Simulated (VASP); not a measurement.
# AlN: single point with PBEsol

**The experiment to reproduce.**

“Structural and optical properties of self-assembled AlN nanowires grown on SiO2/Si substrates by molecular beam epitaxy”, 2024, arxiv:2402.00216 quotes, for a bulk crystal of AlN at 0 K: band gap 6.0343 eV (an exciton energy, a little under the gap).

The system is AlN.

```
Al N
1.0
     3.11380    0.00000    0.00000
    -1.55690    2.69663    0.00000
     0.00000    0.00000    4.98368
Al N
2 2
Direct
  0.33333 0.66667 0.99901
  0.66667 0.33333 0.49901
  0.33333 0.66667 0.38099
  0.66667 0.33333 0.88099
```

* Program: VASP 6.6.1
* Task: single point
* Functional: PBEsol
* Potentials or basis: VASP PAW PBE potentials, release 64 (Al, N)
* Cutoff: 520 eV
* k mesh: 12 × 12 × 6
* Occupations: fermi-dirac, width 0.02 eV
* Spin: no spin polarisation

```json
{
 "Pressure": "-0.1 GPa",
 "Band gap on the k mesh": "4.11 eV"
}
```

Levels at points of the mesh, in eV from the valence-band top:
| k point | band 4 | band 5 | band 6 | band 7 | band 8 | band 9 | band 10 | band 11 | band 12 | band 13 |
| --- | --- | --- | --- | --- | --- | --- | --- | --- | --- | --- |
| (0.00, 0.00, 0.00) | -0.88 | -0.88 | -0.22 | -0.22 | 0.00 | 4.11 | 6.55 | 10.49 | 11.02 | 11.02 |
| (0.50, 0.00, 0.00) | -4.20 | -3.38 | -2.11 | -1.81 | -0.70 | 5.66 | 5.67 | 8.07 | 10.15 | 10.78 |
| (0.00, 0.00, 0.50) | -3.36 | -0.56 | -0.56 | -0.56 | -0.56 | 6.36 | 6.36 | 10.20 | 10.20 | 11.34 |
| (0.50, 0.00, 0.50) | -5.65 | -1.49 | -1.49 | -1.38 | -1.38 | 5.17 | 5.17 | 9.12 | 9.12 | 11.71 |

It took 58 s on 1 thread of Intel Xeon 8259CL, with other jobs on the host, peak memory 0.18 GiB.

A measured gap of AlN is 6.0343 eV (an exciton energy, a little under the gap; 0 K; quoted in “Structural and optical properties of self-assembled AlN nanowires grown on SiO2/Si substrates by molecular beam epitaxy”, 2024, arxiv:2402.00216); the calculated 4.11 eV misses it by -1.92 eV. 2 values of this kind are on record (6.034 to 6.0343 eV); this one was drawn at random. The value is that of PBEsol on a finite k mesh, which can miss the band edges, without temperature or zero-point motion. Semilocal functionals fall short of measured gaps as a rule.

Caveat: the PAW data sets were made with another functional, which shifts forces and pressure a little.
